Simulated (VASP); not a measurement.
# Bi (R-3m) in VASP: further runs, part 3 of 3

VASP 6.6.1.

## (5) Single point, PBE

This run uses another cell than the first one, of 35.42 Å³/atom, 1.031 times its volume.

The input, INCAR:

```
  PREC = Accurate
  ENCUT = 520
  EDIFF = 1E-6
  ISMEAR = -1
  SIGMA = 0.05
  LREAL = F
  LASPH = T
  NELM = 100
  ALGO = Normal
  ISIF = 2
  LWAVE = F
  LCHARG = T
  GGA = PE
  LELF = T
  LVHAR = T
  NBANDS = 22
```

The input, KPOINTS:

```
regular mesh
0
Gamma
  6 6 6
```

The input, POSCAR:

```
Bi
1.0
    2.2675000000      1.3091417354      3.9773800000
   -2.2675000000      1.3091417354      3.9773800000
    0.0000000000     -2.6182834708      3.9773800000
Bi
2
Direct
    0.7660000000      0.7660000000      0.7660000000
    0.2340000000      0.2340000000      0.2340000000
```

Potentials or basis: VASP PAW PBE potentials, release 64 (Bi_d).

Command:

```sh
$ cat potpaw_PBE.64/Bi_d/POTCAR > POTCAR
$ mpirun -np 1 vasp_std > vasp.out
```

OUTCAR:

```text
PREC = Accurate
   ENCUT = 520
   EDIFF = 1E-6
   ISMEAR = -1
   LREAL = F
   LASPH = T
   NELM = 100
   ISIF = 2
   GGA = PE

 ion  position               nearest neighbor table
   1  0.766  0.766  0.766-   2 3.07   2 3.07   2 3.07   2 3.53   2 3.53   2 3.53
   2  0.234  0.234  0.234-   1 3.07   1 3.07   1 3.07   1 3.53   1 3.53   1 3.53

  LATTYP: Found a trigonal (rhomboedric) cell.
 ALAT       =     4.7618231800
 COS(alpha) =     0.5464991999

  Lattice vectors:

 A1 = (   2.2675000000,   1.3091417354,   3.9773800000)
 A2 = (  -2.2675000000,   1.3091417354,   3.9773800000)
 A3 = (   0.0000000000,  -2.6182834708,   3.9773800000)

Analysis of symmetry for initial positions (statically):
=====================================================================
 Subroutine PRICEL returns:
 Original cell was already a primitive cell.

 Routine SETGRP: Setting up the symmetry group for a
 trigonal (rhombohedral) supercell.

 Subroutine GETGRP returns: Found 12 space group operations
 (whereof 12 operations were pure point group operations)
 out of a pool of 12 trial point group operations.

The static configuration has the point symmetry D_3d.

Analysis of symmetry for dynamics (positions and initial velocities):
=====================================================================
 Subroutine PRICEL returns:
 Original cell was already a primitive cell.

 Routine SETGRP: Setting up the symmetry group for a
 trigonal (rhombohedral) supercell.

 Subroutine GETGRP returns: Found 12 space group operations
 (whereof 12 operations were pure point group operations)
 out of a pool of 12 trial point group operations.

The dynamic configuration has the point symmetry D_3d.

 Subroutine INISYM returns: Found 12 space group operations
 (whereof 12 operations are pure point group operations),
 and found     1 'primitive' translations

----------------------------------------------------------------------------------------

                                     Primitive cell

  volume of cell :      70.8406

  direct lattice vectors                    reciprocal lattice vectors
     2.267500000  1.309141735  3.977380000     0.220507166  0.127309872  0.083807263
    -2.267500000  1.309141735  3.977380000    -0.220507166  0.127309872  0.083807263
     0.000000000 -2.618283471  3.977380000     0.000000000 -0.254619744  0.083807263

  length of vectors
     4.761823180  4.761823180  4.761823180     0.268057590  0.268057590  0.268057590

  position of ions in fractional coordinates (direct lattice)
     0.766000000  0.766000000  0.766000000
     0.234000000  0.234000000  0.234000000

  ion indices of the primitive-cell ions
   primitive index   ion index
                 1           1
                 2           2

----------------------------------------------------------------------------------------

 KPOINTS: regular mesh

Automatic generation of k-mesh.
 Grid dimensions read from file:
 generate k-points for:    6    6    6

 Generating k-lattice:

  Cartesian coordinates                     Fractional coordinates (reciprocal lattice)
     0.036751194  0.021218312  0.013967877     0.166666667 -0.000000000 -0.000000000
    -0.036751194  0.021218312  0.013967877    -0.000000000  0.166666667 -0.000000000
     0.000000000 -0.042436624  0.013967877    -0.000000000 -0.000000000  0.166666667

  Length of vectors
     0.044676265  0.044676265  0.044676265

  Shift w.r.t. Gamma in fractional coordinates (k-lattice)
     0.000000000  0.000000000  0.000000000

 Subroutine IBZKPT returns following result:
 ===========================================

 Found     32 irreducible k-points:

 Following reciprocal coordinates:
            Coordinates               Weight
  0.000000  0.000000  0.000000      1.000000
  0.166667 -0.000000 -0.000000      6.000000
  0.333333 -0.000000  0.000000      6.000000
  0.500000 -0.000000  0.000000      3.000000
  0.166667  0.166667 -0.000000      6.000000
  0.333333  0.166667  0.000000     12.000000
[... 16 lines left out ...]
  0.500000  0.500000  0.166667      6.000000
 -0.333333  0.500000  0.166667     12.000000
 [... further k-points ...]
   k-points           NKPTS =     32   k-points in BZ     NKDIM =     32   number of bands    NBANDS=     22
   number of dos      NEDOS =    301   number of ions     NIONS =      2
   total plane-waves  NPLWV =  46656
   dimension x,y,z NGX =    36 NGY =   36 NGZ =   36
   dimension x,y,z NGXF=    72 NGYF=   72 NGZF=   72
   ions per type =               2
   NGX,Y,Z   is equivalent  to a cutoff of  12.57, 12.57, 12.57 a.u.
   NGXF,Y,Z  is equivalent  to a cutoff of  25.14, 25.14, 25.14 a.u.
 SYSTEM =  unknown system
   PREC   = accura    normal or accurate (medium, high low for compatibility)
   ISTART =      0    job   : 0-new  1-cont  2-samecut
   ICHARG =      2    charge: 1-file 2-atom 10-const
   ISPIN  =      1    spin polarized calculation?
   LNONCOLLINEAR =      F non collinear calculations
   LSORBIT =      F    spin-orbit coupling
   LASPH  =      T    aspherical Exc in radial PAW
   ENCUT  =  520.0 eV  38.22 Ry    6.18 a.u.   8.85  8.85  8.85*2*pi/ulx,y,z
   NELM   =    100;   NELMIN=  2; NELMDL= -5     # of ELM steps
   EDIFF  = 0.1E-05   stopping-criterion for ELM
   LREAL  =      F    real-space projection
   EDIFFG = 0.1E-04   stopping-criterion for IOM
   NSW    =      0    number of steps for IOM
   IBRION =     -1    ionic relax: 0-MD 1-quasi-New 2-CG
   NFREE  =      0    steps in history (QN), initial steepest desc. (CG)
   ISIF   =      2    stress and relaxation
   ISYM   =      2    0-nonsym 1-usesym 2-fastsym
   POTIM  = 0.5000    time-step for ionic-motion
   TEBEG  =    0.0;   TEEND  =   0.0 temperature during run
   PSTRESS=    0.0 pullay stress
   NELECT =      30.0000    total number of electrons
   NUPDOWN=      -1.0000    fix difference up-down
   EMIN   =  10.00;   EMAX   =-10.00  energy-range for DOS
   EFERMI =   0.00;   METHOD = LEGACY
   ISMEAR =    -1;   SIGMA  =   0.05  broadening in eV -4-tet -1-fermi 0-gaus
   EFERMI_NEDOS =   21; number of points for ismear=-14 and -15
   IALGO  =     38    algorithm
   IMIX   =      4    mixing-type and parameters
     AMIX     =   0.40;   BMIX     =  1.00
     AMIX_MAG =   1.60;   BMIX_MAG =  1.00
  volume/ion in A,a.u.               =      35.42       239.03
  Fermi-wavevector in a.u.,A,eV,Ry     =   1.229385  2.323200 20.563666  1.511387
  Thomas-Fermi vector in A             =   2.364274
   LORBIT       =      0    0 simple, 1 ext, 2 COOP (PROOUT), +10 PAW based schemes
   GGA     = PE    functional components
   LHFCALC =     F    Hartree Fock is set to
   AEXX    =    0.0000 exact exchange contribution
   IVDW    =     0    specifies the selected vdW correction
   LEPSILON=     F    determine dielectric tensor
   LRPA    =     F    only Hartree local field effects (RPA)
 non-spin polarized calculation
  energy-cutoff  :      520.00
  volume of cell :       70.84
 maximum number of plane-waves:      1941
   NGX = 17   NGY = 17   NGZ = 17

 number of electron      30.0000004 magnetization

 Free energy of the ion-electron system (eV)
  ---------------------------------------------------
  ext. energy  EPLUGINS =         0.00000000
  ---------------------------------------------------
  free energy    TOTEN  =        -7.78480764 eV

  energy without entropy =       -7.78138356  energy(sigma->0) =       -7.78309560

 E-fermi :   6.1998     XC(G=0):  -9.4993

 val. band max:        6.1589631028   @ k =  -0.3333   0.5000   0.3333
 cond. band min:       6.7690390275   @ k =   0.5000  -0.0000   0.0000
 fundamental gap:      0.6100759247
 Fermi energy:         6.1997503328

 k-point     1 :       0.0000    0.0000    0.0000
  band No.  band energies     occupation
      1     -16.6570      2.00000
      2     -16.6570      2.00000
      3     -16.5082      2.00000
      4     -16.5082      2.00000
      5     -16.4940      2.00000
      6     -16.3274      2.00000
[... 14 lines left out ...]
     21      12.0894      0.00000
     22      12.3371      0.00000
[... 552 lines left out ...]
  band No.  band energies     occupation
      1     -16.6168      2.00000
      2     -16.5239      2.00000
      3     -16.4929      2.00000
      4     -16.4447      2.00000
      5     -16.4084      2.00000
      6     -16.3979      2.00000
[... 14 lines left out ...]
     21      16.1433      0.00000
     22      16.5861      0.00000

 [... further k-points ...]

------------------------ aborting loop because EDIFF is reached ----------------------------------------

  FORCE on cell =-STRESS in cart. coord.  units (eV):
  Direction    XX          YY          ZZ          XY          YZ          ZX
  --------------------------------------------------------------------------------------
  -------------------------------------------------------------------------------------
  Total        0.7380003      0.7380003      0.6939707      0.0000000      0.0000000      0.0000000
  in kB       16.6910940     16.6910940     15.6952933      0.0000000      0.0000000      0.0000000
  external PRESSURE =      16.3591604 kB  Pullay stress =       0.0000000 kB

 VOLUME and BASIS-vectors are now :
 -----------------------------------------------------------------------------
  energy-cutoff  :      520.00
  volume of cell :       70.84
      direct lattice vectors                 reciprocal lattice vectors
     2.267500000  1.309141735  3.977380000     0.220507166  0.127309872  0.083807263
    -2.267500000  1.309141735  3.977380000    -0.220507166  0.127309872  0.083807263
     0.000000000 -2.618283471  3.977380000     0.000000000 -0.254619744  0.083807263

 POSITION                                       TOTAL-FORCE (eV/Angst)
 -----------------------------------------------------------------------------------
      0.00000      0.00000      9.14002         0.000000      0.000000     -0.071307
      0.00000      0.00000      2.79212         0.000000      0.000000      0.071307
 -----------------------------------------------------------------------------------
    total drift:                               -0.000000      0.000000     -0.000000

  FREE ENERGIE OF THE ION-ELECTRON SYSTEM (eV)
  ---------------------------------------------------
  free  energy   TOTEN  =        -7.7848076444 eV

  energy  without entropy=       -7.7813835578  energy(sigma->0) =       -7.78309560
```

OSZICAR:

```text
N       E                     dE             d eps       ncg     rms          rms(c)
DAV:   1     0.310345386609E+03    0.31035E+03   -0.16135E+04  1414   0.164E+03
DAV:   2     0.192928354075E+02   -0.29105E+03   -0.28412E+03  1420   0.440E+02
DAV:   3    -0.683527353320E+01   -0.26128E+02   -0.25751E+02  1720   0.145E+02
DAV:   4    -0.774713612350E+01   -0.91186E+00   -0.91139E+00  1728   0.297E+01
DAV:   5    -0.778805469730E+01   -0.40919E-01   -0.40918E-01  2052   0.557E+00    0.105E+00
DAV:   6    -0.778480319510E+01    0.32515E-02   -0.16219E-02  1848   0.137E+00    0.633E-01
DAV:   7    -0.778454797518E+01    0.25522E-03   -0.12227E-02  1660   0.120E+00    0.112E-01
DAV:   8    -0.778478371129E+01   -0.23574E-03   -0.16631E-03  1642   0.418E-01    0.250E-02
DAV:   9    -0.778480893323E+01   -0.25222E-04   -0.74700E-05  1996   0.655E-02    0.115E-02
DAV:  10    -0.778480717333E+01    0.17599E-05   -0.83682E-06  1578   0.271E-02    0.208E-03
DAV:  11    -0.778480764438E+01   -0.47105E-06   -0.61145E-07  1242   0.651E-03
   1 F= -.77848076E+01 E0= -.77830956E+01  d E =-.342409E-02
```

It took 73 s on 1 thread of Intel Xeon 8259CL, shared host; peak memory 0.21 GiB.

Results:

| Item | Value |
| --- | --- |
| Free energy | -7.7848 eV |
| Pressure | 1.6 GPa |
| Largest force | 0.071 eV/Å |
| Band gap on the k mesh | zero (band 15 reaches 6.16 eV, above the bottom of band 16 at 6.03 eV) |

Forces on the atoms (eV/Å):
```
Bi   0.000  0.000 -0.071
Bi   0.000  0.000  0.071
```

Levels at points of the mesh, in eV from the Fermi level:
```
           k point  band 12  band 13  band 14  band 15  band 16  band 17  band 18  band 19
(0.00, 0.00, 0.00)    -7.42    -1.46    -1.11    -1.11     2.56     3.01     3.01     5.69
(0.50, 0.00, 0.00)   -10.43    -1.31    -1.11    -0.21    -0.17     0.57     1.11     7.49
(0.50, 0.50, 0.00)    -9.39    -4.59    -2.95    -2.79     2.44     4.96     5.48     6.77
(0.50, 0.50, 0.50)    -9.84    -0.82    -0.50    -0.50     0.79     0.79     0.83     7.02
```

Caveat: spin-orbit coupling is left out, which moves the levels of the heavy elements.

## (6) Overview

| cell | gap on the mesh (eV) | pressure (GPa) | largest force (eV/Å) |
| --- | --- | --- | --- |
| a = 4.664 Å, angles 58.2°, 2 atoms | none | 3.1 | 0.23 |
| a = 4.696 Å, angles 57.7°, 2 atoms | none | 2.6 | 0.18 |
| a = 4.729 Å, angles 57.3°, 2 atoms | none | 2.1 | 0.13 |
| a = 4.762 Å, angles 56.9°, 2 atoms | none | 1.6 | 0.07 |

Alike in all rows: task single point; level PBE; potentials or basis VASP PAW PBE potentials, release 64 (Bi_d); no spin polarisation; k mesh 6 × 6 × 6; cutoff (eV) 520; smearing fermi-dirac 0.05 eV.

Caveats: spin-orbit coupling is left out, which moves the levels of the heavy elements.

Total energies depend on the potentials used, so only differences within one code and one set of settings carry meaning.
